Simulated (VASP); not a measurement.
# SnO2 (Amm2) in VASP: further runs

SnO2 is run at these levels: r2SCAN; tasks: single point.

All numbers are computed with VASP 6.6.1; they aren't measurements. Logs are shortened: lines on timing, memory, paths and dates and some standing lists are left out, and cuts for length are marked.

**1. The cell of the first run**

The structure is orthorhombic, space group Amm2 (No. 38). The conventional cell has a = 3.186 Å, b = 6.700 Å, c = 6.700 Å, α = 90.00°, β = 90.00°, γ = 90.00°. Sn (site symmetry mm2) has 6 O at 1.94 to 2.16 Å within 2.6 Å. Sn (site symmetry mm2) has 6 O at 2.05 to 2.06 Å within 2.7 Å. Within 2.7 Å of O (site symmetry mm2) lie 3 Sn at 1.94 to 2.06 Å and 1 O at 2.60 Å. Within 2.7 Å of O (site symmetry m) lie 3 Sn at 2.05 to 2.06 Å and 1 O at 2.60 Å. O (site symmetry mm2) has 3 Sn at 2.06 to 2.16 Å and 1 O at 2.60 Å within 2.7 Å.

**2. Single point, r2SCAN (atom 1 (Sn) moved +0.113 Å towards its neighbour atom 3 (O) at 2.048 Å)**

Input file POSCAR:

```
SnO2
1.0
    4.7373500000      0.0000000000      0.0000000000
    0.0000000000      4.7373500000      0.0000000000
    0.0000000000      0.0000000000      3.1864000000
Sn O
2 4
Direct
    0.0167919856      0.0167919856      0.0000000000
    0.5000000000      0.5000000000      0.5000000000
    0.3056200000      0.3056200000      0.0000000000
    0.1943800000      0.8056200000      0.5000000000
    0.6943800000      0.6943800000      0.0000000000
    0.8056200000      0.1943800000      0.5000000000
```

Input file INCAR.step1:

```
PREC     = Accurate       # precision mode
ENCUT    = 520            # plane-wave cutoff, eV
ISMEAR   = 0              # smearing method
SIGMA    = 0.05           # smearing width, eV
LREAL    = F              # projectors in reciprocal space
LASPH    = T              # aspherical terms in the spheres
NELM     = 100            # most SCF steps
NBANDS   = 35             # bands
GGA      = PE             # functional
ALGO     = Normal         # electronic algorithm
EDIFF    = 1E-4           # SCF threshold, eV
LWAVE    = T              # write WAVECAR
LCHARG   = F              # write CHGCAR
```

Input file INCAR.step2:

```
PREC     = Accurate       # precision mode
ENCUT    = 520            # plane-wave cutoff, eV
EDIFF    = 1E-6           # SCF threshold, eV
ISMEAR   = 0              # smearing method
SIGMA    = 0.05           # smearing width, eV
LREAL    = F              # projectors in reciprocal space
LASPH    = T              # aspherical terms in the spheres
NELM     = 100            # most SCF steps
ALGO     = Normal         # electronic algorithm
ISIF     = 2              # what is computed and relaxed
LWAVE    = F              # write WAVECAR
LCHARG   = F              # write CHGCAR
METAGGA  = R2SCAN         # meta-GGA
LMIXTAU  = T            
NBANDS   = 35             # bands
ISTART   = 1
```

Input file KPOINTS:

```
regular mesh
0
Gamma
  6 6 8
```

Potentials or basis: VASP PAW PBE potentials, release 64 (Sn_d, O).

The run is started by

```bash
$ cat potpaw_PBE.64/Sn_d/POTCAR potpaw_PBE.64/O/POTCAR > POTCAR
$ cp INCAR.step1 INCAR
$ mpirun -np 1 vasp_std > vasp.out
$ cp INCAR.step2 INCAR
$ mpirun -np 1 vasp_std > vasp.out
```

OUTCAR:

```text
PREC = Accurate
   ENCUT = 520
   EDIFF = 1E-6
   ISMEAR = 0
   LREAL = F
   LASPH = T
   NELM = 100
   ISIF = 2
   METAGGA = R2SCAN
   ISTART = 1

 ion  position               nearest neighbor table
   1  0.017  0.017  0.000-   3 1.94   4 2.06   6 2.06   4 2.06   6 2.06   5 2.16   2 3.61   2 3.61
                             2 3.71   2 3.71   2 3.71   2 3.71
   2  0.500  0.500  0.500-   4 2.05   6 2.05   5 2.06   3 2.06   3 2.06   5 2.06   1 3.61   1 3.61
                             1 3.71   1 3.71   1 3.71   1 3.71
   3  0.306  0.306  0.000-   1 1.94   2 2.06   2 2.06
   4  0.194  0.806  0.500-   2 2.05   1 2.06   1 2.06
   5  0.694  0.694  0.000-   2 2.06   2 2.06   1 2.16
   6  0.806  0.194  0.500-   2 2.05   1 2.06   1 2.06

  LATTYP: Found a simple tetragonal cell.
 ALAT       =     4.7373500000
 C/A-ratio  =     0.6726123255

  Lattice vectors:

 A1 = (   4.7373500000,   0.0000000000,   0.0000000000)
 A2 = (   0.0000000000,   4.7373500000,   0.0000000000)
 A3 = (   0.0000000000,   0.0000000000,   3.1864000000)

Analysis of symmetry for initial positions (statically):
=====================================================================
 Subroutine PRICEL returns:
 Original cell was already a primitive cell.

 Routine SETGRP: Setting up the symmetry group for a
 simple tetragonal supercell.

 Subroutine GETGRP returns: Found  4 space group operations
 (whereof  4 operations were pure point group operations)
 out of a pool of 16 trial point group operations.

The static configuration has the point symmetry C_2v.

Analysis of symmetry for dynamics (positions and initial velocities):
=====================================================================
 Subroutine PRICEL returns:
 Original cell was already a primitive cell.

 Routine SETGRP: Setting up the symmetry group for a
 simple tetragonal supercell.

 Subroutine GETGRP returns: Found  4 space group operations
 (whereof  4 operations were pure point group operations)
 out of a pool of 16 trial point group operations.

The dynamic configuration has the point symmetry C_2v.

 Subroutine INISYM returns: Found  4 space group operations
 (whereof  4 operations are pure point group operations),
 and found     1 'primitive' translations

----------------------------------------------------------------------------------------

                                     Primitive cell

  volume of cell :      71.5107

[... 97 lines left out ...]
   LREAL  =      F    real-space projection
   EDIFFG = 0.1E-04   stopping-criterion for IOM
   NSW    =      0    number of steps for IOM
   IBRION =     -1    ionic relax: 0-MD 1-quasi-New 2-CG
   NFREE  =      0    steps in history (QN), initial steepest desc. (CG)
   ISIF   =      2    stress and relaxation
   ISYM   =      2    0-nonsym 1-usesym 2-fastsym
   POTIM  = 0.5000    time-step for ionic-motion
   TEBEG  =    0.0;   TEEND  =   0.0 temperature during run
   PSTRESS=    0.0 pullay stress
   NELECT =      52.0000    total number of electrons
   NUPDOWN=      -1.0000    fix difference up-down
   EMIN   =  10.00;   EMAX   =-10.00  energy-range for DOS
   EFERMI =   0.00;   METHOD = LEGACY
   ISMEAR =     0;   SIGMA  =   0.05  broadening in eV -4-tet -1-fermi 0-gaus
   EFERMI_NEDOS =   21; number of points for ismear=-14 and -15
   IALGO  =     38    algorithm
   IMIX   =      4    mixing-type and parameters
     AMIX     =   0.40;   BMIX     =  1.00
     AMIX_MAG =   1.60;   BMIX_MAG =  1.00
  volume/ion in A,a.u.               =      11.92        80.43
  Fermi-wavevector in a.u.,A,eV,Ry     =   1.472150  2.781961 29.486913  2.167227
  Thomas-Fermi vector in A             =   2.587200
   LORBIT       =      0    0 simple, 1 ext, 2 COOP (PROOUT), +10 PAW based schemes
   METAGGA = R2SCAN    functional components
   LHFCALC =     F    Hartree Fock is set to
   AEXX    =    0.0000 exact exchange contribution
   IVDW    =     0    specifies the selected vdW correction
   LEPSILON=     F    determine dielectric tensor
   LRPA    =     F    only Hartree local field effects (RPA)
 non-spin polarized calculation
 Gauss-broadening in eV      SIGMA  =   0.05
  energy-cutoff  :      520.00
  volume of cell :       71.51
 maximum number of plane-waves:      1992
   NGX = 17   NGY = 17   NGZ = 11

 number of electron      51.9999990 magnetization

 Free energy of the ion-electron system (eV)
  ---------------------------------------------------
  ext. energy  EPLUGINS =         0.00000000
  ---------------------------------------------------
  free energy    TOTEN  =       -84.44180020 eV

  energy without entropy =      -84.44180020  energy(sigma->0) =      -84.44180020

 E-fermi :   6.0355     XC(G=0): -12.0487

 val. band max:        5.8074414159   @ k =   0.0000   0.0000   0.0000
 cond. band min:       7.6688514267   @ k =   0.0000   0.0000   0.0000
 fundamental gap:      1.8614100107
 Fermi energy:         6.0355221061

 k-point     1 :       0.0000    0.0000    0.0000
  band No.  band energies     occupation
      1     -16.1190      2.00000
      2     -15.0908      2.00000
      3     -14.8167      2.00000
      4     -14.7735      2.00000
      5     -14.7692      2.00000
      6     -14.7477      2.00000
[... 901 lines left out ...]
     34      18.9507      0.00000
     35      19.0411      0.00000

 [... further k-points ...]

------------------------ aborting loop because EDIFF is reached ----------------------------------------

  FORCE on cell =-STRESS in cart. coord.  units (eV):
  Direction    XX          YY          ZZ          XY          YZ          ZX
  --------------------------------------------------------------------------------------
  -------------------------------------------------------------------------------------
  Total        2.4521642      2.4521642      2.1697653      0.9421516      0.0000000      0.0000000
  in kB       54.9400305     54.9400305     48.6129640     21.1086349      0.0000000      0.0000000
  external PRESSURE =      52.8310083 kB  Pullay stress =       0.0000000 kB

 VOLUME and BASIS-vectors are now :
 -----------------------------------------------------------------------------
  energy-cutoff  :      520.00
  volume of cell :       71.51
      direct lattice vectors                 reciprocal lattice vectors
     4.737350000  0.000000000  0.000000000     0.211088478  0.000000000  0.000000000
     0.000000000  4.737350000  0.000000000     0.000000000  0.211088478  0.000000000
     0.000000000  0.000000000  3.186400000     0.000000000  0.000000000  0.313833794

 POSITION                                       TOTAL-FORCE (eV/Angst)
 -----------------------------------------------------------------------------------
      0.07955      0.07955      0.00000        -2.187814     -2.187814      0.000000
      2.36868      2.36868      1.59320         0.783147      0.783147      0.000000
      1.44783      1.44783      0.00000         0.915997      0.915997      0.000000
      0.92085      3.81650      1.59320         0.061291      0.076912      0.000000
      3.28952      3.28952      0.00000         0.350467      0.350467      0.000000
      3.81650      0.92085      1.59320         0.076912      0.061291      0.000000
 -----------------------------------------------------------------------------------
    total drift:                                0.002789      0.002789      0.000005

  FREE ENERGIE OF THE ION-ELECTRON SYSTEM (eV)
  ---------------------------------------------------
  free  energy   TOTEN  =       -84.4418002011 eV

  energy  without entropy=      -84.4418002011  energy(sigma->0) =      -84.44180020
```

OSZICAR.step1:

```text
N       E                     dE             d eps       ncg     rms          rms(c)
DAV:   1     0.646145477664E+03    0.64615E+03   -0.25471E+04  4967   0.235E+03
DAV:   2     0.595234796984E+02   -0.58662E+03   -0.55246E+03  4878   0.611E+02
DAV:   3    -0.382210685998E+02   -0.97745E+02   -0.96051E+02  4951   0.210E+02
DAV:   4    -0.431641806886E+02   -0.49431E+01   -0.49069E+01  5708   0.511E+01
DAV:   5    -0.432915109162E+02   -0.12733E+00   -0.12716E+00  5648   0.868E+00    0.162E+01
DAV:   6    -0.369098204522E+02    0.63817E+01   -0.17645E+01  7300   0.651E+01    0.630E+00
DAV:   7    -0.370309617237E+02   -0.12114E+00   -0.21287E+00  5341   0.813E+00    0.326E+00
DAV:   8    -0.370076300740E+02    0.23332E-01   -0.16695E-01  6535   0.439E+00    0.779E-01
DAV:   9    -0.370007118528E+02    0.69182E-02   -0.33289E-02  7526   0.303E+00    0.128E-01
DAV:  10    -0.370014450694E+02   -0.73322E-03   -0.42925E-03  5114   0.433E-01    0.861E-02
DAV:  11    -0.370015946715E+02   -0.14960E-03   -0.16600E-04  4435   0.114E-01    0.233E-02
DAV:  12    -0.370016111372E+02   -0.16466E-04   -0.49806E-05  2892   0.612E-02
   1 F= -.37001611E+02 E0= -.37001611E+02  d E =-.359288E-20
```

It took 2.6 min on 1 thread of Intel Xeon 6975P-C (Granite Rapids), shared host; peak memory 0.26 GiB.

What came out:

* Free energy: -84.4418 eV
* Pressure: 5.3 GPa
* Largest force: 3.094 eV/Å
* Band gap on the k mesh: 1.86 eV

Forces on the atoms (eV/Å):
```
Sn  -2.188 -2.188  0.000
Sn   0.783  0.783  0.000
O    0.916  0.916  0.000
O    0.061  0.077  0.000
O    0.350  0.350  0.000
O    0.077  0.061  0.000
```

Stress tensor (GPa, compression positive):
```
5.49 2.11 0.00
2.11 5.49 0.00
0.00 0.00 4.86
```

Caveat: the cell differs from its parent crystal (atom 1 (Sn) moved +0.113 Å towards its neighbour atom 3 (O) at 2.048 Å); the cell stands under pressure; the PAW data sets were made with another functional, which shifts forces and pressure a little; spin-orbit coupling is left out, which moves the levels of the heavy elements.

**3. Single point, r2SCAN (atom 1 (Sn) moved +0.037 Å towards its neighbour atom 3 (O) at 2.048 Å)**

Changes to POSCAR since step 2:

```diff
@@ -8,3 +8,3 @@
 Direct
-    0.0167919856      0.0167919856      0.0000000000
+    0.0055973285      0.0055973285      0.0000000000
     0.5000000000      0.5000000000      0.5000000000
```

Input file INCAR.step1:

```
ALGO = Normal
EDIFF = 1E-4
ENCUT = 520
GGA = PE
ISMEAR = 0
LASPH = True
LCHARG = False
LREAL = False
LWAVE = True
NBANDS = 35
NELM = 80
PREC = Accurate
SIGMA = 0.05
```

Input file INCAR.step2:

```
ALGO = Normal
EDIFF = 1E-7
ENCUT = 520
ISIF = 2
ISMEAR = 0
ISTART = 1
LASPH = True
LCHARG = False
LMIXTAU = True
LREAL = False
LWAVE = False
METAGGA = R2SCAN
NBANDS = 35
NELM = 80
PREC = Accurate
SIGMA = 0.05
```

Input file KPOINTS:

```
k-points
0
Gamma
  6 6 8
```

Potentials or basis: VASP PAW PBE potentials, release 64 (Sn_d, O).

The run is started by

```bash
$ cat potpaw_PBE.64/Sn_d/POTCAR potpaw_PBE.64/O/POTCAR > POTCAR
$ cp INCAR.step1 INCAR
$ mpirun -np 1 vasp_std > vasp.out
$ cp INCAR.step2 INCAR
$ mpirun -np 1 vasp_std > vasp.out
```

Run time: 3.1 min. Hardware: 1 thread of Intel Xeon 6975P-C (Granite Rapids), shared host; peak memory 0.27 GiB.

Results (log left out):

* Free energy: -84.5932 eV
* Pressure: 4.3 GPa
* Largest force: 0.981 eV/Å
* Band gap on the k mesh: 1.95 eV

Forces on the atoms (eV/Å):
```
Sn  -0.694 -0.694  0.000
Sn   0.260  0.260  0.000
O    0.206  0.206  0.000
O    0.040  0.004  0.000
O    0.184  0.184  0.000
O    0.004  0.040  0.000
```

Stress tensor (GPa, compression positive):
```
3.99 0.24 0.00
0.24 3.99 0.00
0.00 0.00 5.02
```

Levels at points of the mesh, in eV from the valence-band top:
| k point | band 24 | band 25 | band 26 | band 27 | band 28 | band 29 |
| --- | --- | --- | --- | --- | --- | --- |
| (0.00, 0.00, 0.00) | -0.81 | -0.80 | 0.00 | 1.95 | 6.93 | 7.12 |
| (0.50, 0.00, 0.00) | -1.13 | -0.72 | -0.56 | 5.14 | 5.16 | 7.86 |
| (0.50, 0.50, 0.00) | -1.30 | -0.95 | -0.93 | 5.60 | 5.60 | 8.32 |
| (0.00, 0.00, 0.50) | -1.72 | -1.30 | -1.26 | 7.03 | 7.03 | 10.61 |
| (0.50, 0.00, 0.50) | -1.14 | -0.68 | -0.67 | 7.31 | 7.31 | 8.96 |
| (0.50, 0.50, 0.50) | -0.98 | -0.88 | -0.80 | 5.65 | 5.65 | 9.72 |

Caveat: the cell differs from its parent crystal (atom 1 (Sn) moved +0.037 Å towards its neighbour atom 3 (O) at 2.048 Å); the cell stands under pressure; the PAW data sets were made with another functional, which shifts forces and pressure a little; spin-orbit coupling is left out, which moves the levels of the heavy elements.
